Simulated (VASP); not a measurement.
# Sn (Im-3m) in VASP: a series of runs, part 2 of 2

VASP 6.6.1.

### Step 5. Single point, r2SCAN

This run uses another cell than the first one, of 20.17 Å³/atom, 0.741 times its volume.

The input, POSCAR:

```
Sn
1.0
   -1.7147170696      1.7147170696      1.7147170696
    1.7147170696     -1.7147170696      1.7147170696
    1.7147170696      1.7147170696     -1.7147170696
Sn
1
Direct
    0.0000000000      0.0000000000      0.0000000000
```

The input, INCAR.step1:

```
SYSTEM = Sn
PREC     = Accurate       ! precision mode
ENCUT    = 520            ! plane-wave cutoff, eV
ISMEAR   = -1             ! smearing method
SIGMA    = 0.05           ! smearing width, eV
LREAL    = .False.        ! projectors in reciprocal space
LASPH    = .True.         ! aspherical terms in the spheres
NELM     = 80             ! most SCF steps
NBANDS   = 13             ! bands
GGA      = PE             ! functional
ALGO     = Normal         ! electronic algorithm
EDIFF    = 1E-4           ! SCF threshold, eV
LWAVE    = .True.         ! write WAVECAR
LCHARG   = .False.        ! write CHGCAR
```

The input, INCAR.step2:

```
SYSTEM = Sn
PREC     = Accurate       ! precision mode
ENCUT    = 520            ! plane-wave cutoff, eV
EDIFF    = 1E-6           ! SCF threshold, eV
ISMEAR   = -1             ! smearing method
SIGMA    = 0.05           ! smearing width, eV
LREAL    = .False.        ! projectors in reciprocal space
LASPH    = .True.         ! aspherical terms in the spheres
NELM     = 80             ! most SCF steps
ALGO     = Normal         ! electronic algorithm
ISIF     = 2              ! what is computed and relaxed
LWAVE    = .False.        ! write WAVECAR
LCHARG   = .False.        ! write CHGCAR
METAGGA  = R2SCAN         ! meta-GGA
LMIXTAU  = .True.       
NBANDS   = 13             ! bands
ISTART   = 1
```

The input, KPOINTS:

```
regular mesh
0
Gamma
  10 10 10
  0 0 0
```

Potentials or basis: VASP PAW PBE potentials, release 64 (Sn_d).

Command:

```bash
$ cat potpaw_PBE.64/Sn_d/POTCAR > POTCAR
$ cp INCAR.step1 INCAR
$ mpirun -np 1 vasp_std > vasp.out
$ cp INCAR.step2 INCAR
$ mpirun -np 1 vasp_std > vasp.out
```

OUTCAR:

```text
SYSTEM = Sn
   PREC = Accurate
   ENCUT = 520
   EDIFF = 1E-6
   ISMEAR = -1
   LREAL = .False.
   LASPH = .True.
   NELM = 80
   ISIF = 2
   METAGGA = R2SCAN
   ISTART = 1

 ion  position               nearest neighbor table
   1  0.000  0.000  0.000-

  LATTYP: Found a body centered cubic cell.
 ALAT       =     3.4294341392

  Lattice vectors:

 A1 = (  -1.7147170696,   1.7147170696,   1.7147170696)
 A2 = (   1.7147170696,  -1.7147170696,   1.7147170696)
 A3 = (   1.7147170696,   1.7147170696,  -1.7147170696)
[... 554 lines left out ...]
      5     -10.0402      2.00000
      6       0.9127      2.00000
      7      12.8036      0.00004
      8      17.4984      0.00000
      9      19.1292      0.00000
     10      23.5535      0.00000
     11      24.3433      0.00000
     12      25.7457      0.00000
     13      32.8330      0.00000

 [... further k-points ...]
[... 5 lines left out ...]
  --------------------------------------------------------------------------------------
  -------------------------------------------------------------------------------------
  Total        3.7972797      3.7972797      3.7972797      0.0000000      0.0000000      0.0000000
  in kB      301.6794761    301.6794761    301.6794761      0.0000000      0.0000000      0.0000000
  external PRESSURE =     301.6794761 kB  Pullay stress =       0.0000000 kB

 VOLUME and BASIS-vectors are now :
 -----------------------------------------------------------------------------
  energy-cutoff  :      520.00
  volume of cell :       20.17
      direct lattice vectors                 reciprocal lattice vectors
    -1.714717070  1.714717070  1.714717070     0.000000000  0.291593295  0.291593295
     1.714717070 -1.714717070  1.714717070     0.291593295  0.000000000  0.291593295
     1.714717070  1.714717070 -1.714717070     0.291593295  0.291593295  0.000000000

 POSITION                                       TOTAL-FORCE (eV/Angst)
 -----------------------------------------------------------------------------------
      0.00000      0.00000      0.00000         0.000000      0.000000      0.000000
 -----------------------------------------------------------------------------------
    total drift:                                0.000000      0.000000      0.000000

  FREE ENERGIE OF THE ION-ELECTRON SYSTEM (eV)
  ---------------------------------------------------
  free  energy   TOTEN  =       -24.0228381835 eV

  energy  without entropy=      -24.0209789196  energy(sigma->0) =      -24.02190855
```

OUTCAR.step1:

```text
SYSTEM = Sn
   PREC = Accurate
   ENCUT = 520
   ISMEAR = -1
   LREAL = .False.
   LASPH = .True.
[... 601 lines left out ...]
 -----------------------------------------------------------------------------------
      0.00000      0.00000      0.00000         0.000000      0.000000      0.000000
 -----------------------------------------------------------------------------------
    total drift:                               -0.000000      0.000000      0.000000

  FREE ENERGIE OF THE ION-ELECTRON SYSTEM (eV)
  ---------------------------------------------------
  free  energy   TOTEN  =        -3.2345565644 eV

  energy  without entropy=       -3.2326436776  energy(sigma->0) =       -3.23360012
```

OSZICAR.step1:

```text
N       E                     dE             d eps       ncg     rms          rms(c)
DAV:   1     0.815554104152E+02    0.81555E+02   -0.70470E+03  1279   0.179E+03
DAV:   2     0.165203285748E+01   -0.79903E+02   -0.76942E+02  1302   0.349E+02
DAV:   3    -0.318000033320E+01   -0.48320E+01   -0.48123E+01  1447   0.699E+01
DAV:   4    -0.326784452290E+01   -0.87844E-01   -0.87827E-01  1455   0.974E+00
DAV:   5    -0.327039292418E+01   -0.25484E-02   -0.25484E-02  1570   0.160E+00    0.236E+00
DAV:   6    -0.324603284764E+01    0.24360E-01   -0.13367E-02  1537   0.244E+00    0.132E+00
DAV:   7    -0.323499459895E+01    0.11038E-01   -0.97692E-03  1661   0.197E+00    0.144E-01
DAV:   8    -0.323455960367E+01    0.43500E-03   -0.82622E-04  1502   0.530E-01    0.276E-02
DAV:   9    -0.323455656436E+01    0.30393E-05   -0.14231E-05   836   0.626E-02
   1 F= -.32345566E+01 E0= -.32336001E+01  d E =-.191289E-02
```

It took 32 s on 1 thread of Intel Xeon 6975P-C, shared host; peak memory 0.14 GiB.

What came out:

- Free energy: -24.0228 eV
- Pressure: 30.2 GPa
- Band gap on the k mesh: zero (band 7 reaches 24.13 eV, above the bottom of band 8 at 8.72 eV)

Caveat: the PAW data sets were made with another functional, which shifts forces and pressure a little; spin-orbit coupling is left out, which moves the levels of the heavy elements.

### Step 6. Single point, r2SCAN

This run uses another cell than the first one, of 21.46 Å³/atom, 0.789 times its volume.

The input, POSCAR:

```
Sn
1.0
   -1.7506153354      1.7506153354      1.7506153354
    1.7506153354     -1.7506153354      1.7506153354
    1.7506153354      1.7506153354     -1.7506153354
Sn
1
Direct
    0.0000000000      0.0000000000      0.0000000000
```

The input, INCAR.step1:

```
ALGO = Normal
EDIFF = 1E-4
ENCUT = 520
GGA = PE
ISMEAR = -1
LASPH = T
LCHARG = F
LREAL = F
LWAVE = T
NBANDS = 13
NELM = 100
PREC = Accurate
SIGMA = 0.05
```

The input, INCAR.step2:

```
ALGO = Normal
EDIFF = 1E-7
ENCUT = 520
ISIF = 2
ISMEAR = -1
ISTART = 1
LASPH = T
LCHARG = T
LELF = T
LMIXTAU = T
LREAL = F
LVHAR = T
LWAVE = F
METAGGA = R2SCAN
NBANDS = 13
NELM = 100
PREC = Accurate
SIGMA = 0.05
```

The input, KPOINTS:

```
k-points
0
Gamma
  10 10 10
```

Potentials or basis: VASP PAW PBE potentials, release 64 (Sn_d).

Command:

```bash
$ cat potpaw_PBE.64/Sn_d/POTCAR > POTCAR
$ cp INCAR.step1 INCAR
$ mpirun -np 1 vasp_std > vasp.out
$ cp INCAR.step2 INCAR
$ mpirun -np 1 vasp_std > vasp.out
```

OUTCAR:

```text
EDIFF = 1E-7
   ENCUT = 520
   ISIF = 2
   ISMEAR = -1
   ISTART = 1
   LASPH = T
   LREAL = F
   METAGGA = R2SCAN
   NELM = 100
   PREC = Accurate

 ion  position               nearest neighbor table
   1  0.000  0.000  0.000-

  LATTYP: Found a body centered cubic cell.
 ALAT       =     3.5012306708

  Lattice vectors:

 A1 = (  -1.7506153354,   1.7506153354,   1.7506153354)
 A2 = (   1.7506153354,  -1.7506153354,   1.7506153354)
 A3 = (   1.7506153354,   1.7506153354,  -1.7506153354)

Analysis of symmetry for initial positions (statically):
=====================================================================
 Subroutine PRICEL returns:
 Original cell was already a primitive cell.

 Routine SETGRP: Setting up the symmetry group for a
 body centered cubic supercell.

 Subroutine GETGRP returns: Found 48 space group operations
[... 9 lines left out ...]

 Routine SETGRP: Setting up the symmetry group for a
 body centered cubic supercell.

 Subroutine GETGRP returns: Found 48 space group operations
[... 11 lines left out ...]
                                     Primitive cell

  volume of cell :      21.4601

  direct lattice vectors                    reciprocal lattice vectors
    -1.750615335  1.750615335  1.750615335     0.000000000  0.285613858  0.285613858
     1.750615335 -1.750615335  1.750615335     0.285613858  0.000000000  0.285613858
     1.750615335  1.750615335 -1.750615335     0.285613858  0.285613858  0.000000000

  length of vectors
     3.032154705  3.032154705  3.032154705     0.403918992  0.403918992  0.403918992

  position of ions in fractional coordinates (direct lattice)
     0.000000000  0.000000000  0.000000000

  ion indices of the primitive-cell ions
   primitive index   ion index
                 1           1

----------------------------------------------------------------------------------------

 KPOINTS: k-points

Automatic generation of k-mesh.
 Grid dimensions read from file:
 generate k-points for:   10   10   10

 Generating k-lattice:

  Cartesian coordinates                     Fractional coordinates (reciprocal lattice)
     0.000000000  0.028561386  0.028561386     0.100000000  0.000000000  0.000000000
     0.028561386  0.000000000  0.028561386     0.000000000  0.100000000  0.000000000
     0.028561386  0.028561386  0.000000000     0.000000000  0.000000000  0.100000000

  Length of vectors
     0.040391899  0.040391899  0.040391899

  Shift w.r.t. Gamma in fractional coordinates (k-lattice)
     0.000000000  0.000000000  0.000000000

 Subroutine IBZKPT returns following result:
 ===========================================

 Found     47 irreducible k-points:

 Following reciprocal coordinates:
            Coordinates               Weight
  0.000000  0.000000  0.000000      1.000000
  0.100000  0.000000  0.000000     12.000000
  0.200000  0.000000  0.000000     12.000000
  0.300000  0.000000  0.000000     12.000000
  0.400000  0.000000  0.000000     12.000000
  0.500000  0.000000  0.000000      6.000000
[... 16 lines left out ...]
  0.300000  0.300000  0.100000      8.000000
 -0.300000  0.300000  0.100000     24.000000
 [... further k-points ...]
   k-points           NKPTS =     47   k-points in BZ     NKDIM =     47   number of bands    NBANDS=     13
   number of dos      NEDOS =    301   number of ions     NIONS =      1
   total plane-waves  NPLWV =  13824
   dimension x,y,z NGX =    24 NGY =   24 NGZ =   24
   dimension x,y,z NGXF=    48 NGYF=   48 NGZF=   48
   ions per type =               1
   NGX,Y,Z   is equivalent  to a cutoff of  13.16, 13.16, 13.16 a.u.
   NGXF,Y,Z  is equivalent  to a cutoff of  26.32, 26.32, 26.32 a.u.
 SYSTEM =  unknown system
   PREC   = accura    normal or accurate (medium, high low for compatibility)
   ISTART =      1    job   : 0-new  1-cont  2-samecut
   ICHARG =      0    charge: 1-file 2-atom 10-const
   ISPIN  =      1    spin polarized calculation?
   LNONCOLLINEAR =      F non collinear calculations
   LSORBIT =      F    spin-orbit coupling
   LASPH  =      T    aspherical Exc in radial PAW
   ENCUT  =  520.0 eV  38.22 Ry    6.18 a.u.   5.64  5.64  5.64*2*pi/ulx,y,z
   NELM   =    100;   NELMIN=  2; NELMDL=  0     # of ELM steps
   EDIFF  = 0.1E-06   stopping-criterion for ELM
   LREAL  =      F    real-space projection
   EDIFFG = 0.1E-05   stopping-criterion for IOM
   NSW    =      0    number of steps for IOM
   IBRION =     -1    ionic relax: 0-MD 1-quasi-New 2-CG
   NFREE  =      0    steps in history (QN), initial steepest desc. (CG)
   ISIF   =      2    stress and relaxation
   ISYM   =      2    0-nonsym 1-usesym 2-fastsym
   POTIM  = 0.5000    time-step for ionic-motion
   TEBEG  =    0.0;   TEEND  =   0.0 temperature during run
   PSTRESS=    0.0 pullay stress
   NELECT =      14.0000    total number of electrons
   NUPDOWN=      -1.0000    fix difference up-down
   EMIN   =  10.00;   EMAX   =-10.00  energy-range for DOS
[... 5 lines left out ...]
     AMIX     =   0.40;   BMIX     =  1.00
     AMIX_MAG =   1.60;   BMIX_MAG =  1.00
  volume/ion in A,a.u.               =      21.46       144.82
  Fermi-wavevector in a.u.,A,eV,Ry     =   1.419842  2.683113 27.428695  2.015952
  Thomas-Fermi vector in A             =   2.540820
   LORBIT       =      0    0 simple, 1 ext, 2 COOP (PROOUT), +10 PAW based schemes
   METAGGA = R2SCAN    functional components
   LHFCALC =     F    Hartree Fock is set to
   AEXX    =    0.0000 exact exchange contribution
   IVDW    =     0    specifies the selected vdW correction
   LEPSILON=     F    determine dielectric tensor
   LRPA    =     F    only Hartree local field effects (RPA)
 non-spin polarized calculation
  energy-cutoff  :      520.00
  volume of cell :       21.46
 maximum number of plane-waves:       603
   NGX = 11   NGY = 11   NGZ = 11

 number of electron      14.0000005 magnetization

 Free energy of the ion-electron system (eV)
  ---------------------------------------------------
  ext. energy  EPLUGINS =         0.00000000
  ---------------------------------------------------
  free energy    TOTEN  =       -24.22450431 eV

  energy without entropy =      -24.22261631  energy(sigma->0) =      -24.22356031

 E-fermi :  11.2868     XC(G=0): -12.6087

 val. band max:       11.0387810130   @ k =  -0.4000   0.4000   0.4000
 cond. band min:      11.2960002163   @ k =   0.4000   0.2000   0.0000
 fundamental gap:      0.2572192033
 Fermi energy:        11.2868263504

 k-point     1 :       0.0000    0.0000    0.0000
  band No.  band energies     occupation
      1     -11.2693      2.00000
      2     -11.2692      2.00000
      3     -11.2692      2.00000
      4     -10.9695      2.00000
      5     -10.9695      2.00000
      6      -2.4324      2.00000
      7      22.3461      0.00000
      8      22.3462      0.00000
      9      22.3462      0.00000
     10      24.4950      0.00000
     11      24.4950      0.00000
     12      24.4950      0.00000
     13      26.5257      0.00000

 k-point     2 :       0.1000    0.0000    0.0000
  band No.  band energies     occupation
      1     -11.2798      2.00000
      2     -11.2577      2.00000
      3     -11.2254      2.00000
      4     -10.9808      2.00000
      5     -10.9705      2.00000
      6      -2.1525      2.00000
      7      19.7529      0.00000
      8      21.0456      0.00000
      9      21.7063      0.00000
     10      23.3769      0.00000
     11      23.5297      0.00000
     12      24.3863      0.00000
     13      27.4375      0.00000

 k-point     3 :       0.2000    0.0000    0.0000
  band No.  band energies     occupation
      1     -11.3074      2.00000
      2     -11.2371      2.00000
      3     -11.1090      2.00000
      4     -11.0037      2.00000
      5     -10.9729      2.00000
      6      -1.3054      2.00000
      7      15.5320      0.00000
      8      19.0534      0.00000
      9      20.2890      0.00000
     10      22.3416      0.00000
     11      22.4977      0.00000
     12      25.0936      0.00000
     13      28.0886      0.00000
[... 305 lines left out ...]
 k-point    23 :       0.3000    0.3000    0.1000
  band No.  band energies     occupation
      1     -11.2955      2.00000
      2     -11.0808      2.00000
      3     -11.0808      2.00000
      4     -10.9706      2.00000
      5     -10.9706      2.00000
      6       5.9931      2.00000
      7       7.9905      2.00000
      8       7.9905      2.00000
      9      13.1341      0.00000
     10      28.5790      0.00000
     11      28.5790      0.00000
     12      29.5601      0.00000
     13      32.9836      0.00000

 k-point    24 :      -0.3000    0.3000    0.1000
  band No.  band energies     occupation
      1     -11.2947      2.00000
      2     -11.2126      2.00000
      3     -11.0441      2.00000
      4     -10.9876      2.00000
      5     -10.9679      2.00000
      6       0.4015      2.00000
      7      11.7446      0.00021
      8      16.2349      0.00000
      9      17.8921      0.00000
     10      22.1840      0.00000
     11      22.9998      0.00000
     12      24.3600      0.00000
     13      31.2531      0.00000

 [... further k-points ...]
[... 5 lines left out ...]
  --------------------------------------------------------------------------------------
  -------------------------------------------------------------------------------------
  Total        2.6922977      2.6922977      2.6922977      0.0000000     -0.0000000     -0.0000000
  in kB      201.0025086    201.0025086    201.0025086      0.0000000     -0.0000000     -0.0000000
  external PRESSURE =     201.0025086 kB  Pullay stress =       0.0000000 kB

 VOLUME and BASIS-vectors are now :
 -----------------------------------------------------------------------------
  energy-cutoff  :      520.00
  volume of cell :       21.46
      direct lattice vectors                 reciprocal lattice vectors
    -1.750615335  1.750615335  1.750615335     0.000000000  0.285613858  0.285613858
     1.750615335 -1.750615335  1.750615335     0.285613858  0.000000000  0.285613858
     1.750615335  1.750615335 -1.750615335     0.285613858  0.285613858  0.000000000

 POSITION                                       TOTAL-FORCE (eV/Angst)
 -----------------------------------------------------------------------------------
      0.00000      0.00000      0.00000        -0.000000      0.000000      0.000000
 -----------------------------------------------------------------------------------
    total drift:                                0.000000      0.000000      0.000000

  FREE ENERGIE OF THE ION-ELECTRON SYSTEM (eV)
  ---------------------------------------------------
  free  energy   TOTEN  =       -24.2245043094 eV

  energy  without entropy=      -24.2226163138  energy(sigma->0) =      -24.22356031
```

It took 33 s on 1 thread of Intel Xeon 6975P-C, shared host; peak memory 0.14 GiB.

Results:

```yaml
Free_energy: -24.2245 eV
Pressure: 20.1 GPa
Band_gap_on_the_k_mesh: zero (band 7 reaches 22.35 eV, above the bottom of band 8 at 7.99 eV)
```

Levels at points of the mesh, in eV from the Fermi level:
```
           k point  band 5  band 6  band 7  band 8  band 9  band 10
(0.00, 0.00, 0.00)  -22.26  -13.72   11.06   11.06   11.06    13.21
(0.50, 0.00, 0.00)  -22.08   -6.96   -6.14    4.68    6.63     9.50
(0.50, 0.50, 0.50)  -22.12   -0.91   -0.91   -0.91   -0.62     4.00
```

Caveat: the PAW data sets were made with another functional, which shifts forces and pressure a little; spin-orbit coupling is left out, which moves the levels of the heavy elements.

### Step 7. The runs side by side

```csv
level,spin,cell,k mesh,cutoff (eV),smearing,grid for exact exchange (PRECFOCK),share of exact exchange,screening parameter,gap on the mesh (eV),pressure (GPa)
PBE,off,"a = 3.282 Å, angles 109.5°, 1 atom",10 × 10 × 10,500,gaussian 0.012 eV,-,-,-,none,0.6
PBEsol,"non-collinear, zero start, SOC","a = 3.282 Å, angles 109.5°, 1 atom",7 × 7 × 7,500,fermi-dirac 0.05 eV,-,-,-,-,-1.9
PBEsol-based screened hybrid,off,"a = 3.336 Å, angles 109.5°, 1 atom",5 × 5 × 5,520,fermi-dirac 0.05 eV,Normal,0.25,0.207 1/Å,none,0.0
r2SCAN,off,"a = 2.970 Å, angles 109.5°, 1 atom",10 × 10 × 10,520,fermi-dirac 0.05 eV,-,-,-,none,30.2
r2SCAN,off,"a = 3.032 Å, angles 109.5°, 1 atom",10 × 10 × 10,520,fermi-dirac 0.05 eV,-,-,-,none,20.1
```

Alike in all rows: task single point; potentials or basis VASP PAW PBE potentials, release 64 (Sn_d).

Caveats: some runs use coarse meshes; spin-orbit coupling is left out, which moves the levels of the heavy elements (some runs); the PAW data sets were made with another functional, which shifts forces and pressure a little (some runs).

Total energies depend on the potentials used, so only differences within one code and one set of settings carry meaning.
